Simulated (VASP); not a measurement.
Write the native input for VASP 6.6.1 that does the following.

| Quantity | Value |
| --- | --- |
| Task | single point |
| Functional | PBE |
| Potentials or basis | VASP PAW PBE potentials, release 64 (W_sv, C) |
| Cutoff | 520 eV |
| k mesh | 18 × 18 × 14 |
| Occupations | gaussian, width 0.1 eV |
| Spin | no spin polarisation |
| Dipole correction | no |
| Further INCAR settings | ALGO = Normal; EDIFF = 1e-07; NBANDS = 16 |

The structure of WC lies in POSCAR:

```
WC
1.0
    2.9531600124      0.0000000000      0.0000000000
   -1.4765800062      2.5575115922      0.0000000000
    0.0000000000      0.0000000000      2.8702764431
W C
1 1
Direct
    0.0000000000      0.0000000000      0.0000000000
    0.6666666667      0.3333333333      0.5000000000
```

This cell differs from its parent crystal: volume scaled by 1.03, then relaxed in part.

The input as run:

INCAR

```
SYSTEM = WC
ALGO = Normal ; EDIFF = 1E-7
ENCUT = 520 ; GGA = PE
ISIF = 2 ; ISMEAR = 0
LASPH = .TRUE. ; LCHARG = .FALSE.
LREAL = .FALSE. ; LWAVE = .FALSE.
NBANDS = 16 ; NELM = 60
PREC = Accurate ; SIGMA = 0.1
```

KPOINTS

```
k-points
0
G
  18 18 14
  0 0 0
```

Potentials or basis: VASP PAW PBE potentials, release 64 (W_sv, C).

Launch:

```bash
$ cat potpaw_PBE.64/W_sv/POTCAR potpaw_PBE.64/C/POTCAR > POTCAR
$ mpirun -np 1 vasp_std > vasp.out
```

It gave:

* Pressure: -9.7 GPa
* Band gap on the k mesh: zero (band 9 reaches 11.11 eV, above the bottom of band 10 at 9.93 eV)

Caveat: spin-orbit coupling is left out, which moves the levels of the heavy elements.

Run time: 27 s on 1 thread of Intel(R) Xeon(R) 6975P-C (Granite Rapids), on a shared host, peak memory 0.22 GiB.
